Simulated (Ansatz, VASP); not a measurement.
Ba in VASP and in Ansatz

```
Ba
1.0
    -2.53679    2.53679    2.53679
     2.53679   -2.53679    2.53679
     2.53679    2.53679   -2.53679
Ba
1
Direct
  0.00000 0.00000 0.00000
```

Alike in both runs: task single point; functional r2SCAN; k mesh 9 × 9 × 9; no spin polarisation.

|  | VASP | Ansatz |
| --- | --- | --- |
| version | VASP 6.6.1 | Ansatz 0.2.0 |
| potentials or method | VASP PAW PBE potentials, release 64 (Ba_sv), cutoff 520 eV | plane waves (500 eV) with PAW, scalar-relativistic |
| occupations | methfessel-paxton of order 1, width 0.6 eV | cold, width 0.6 eV |
| valence electrons in the cell | 10 | 10 |

```tsv
	VASP	Ansatz	Ansatz less VASP
pressure (GPa)	0.0	0.2	+0.17
```

VASP's potentials were made for PBE, not for r2SCAN.

Spin-orbit coupling is off throughout.
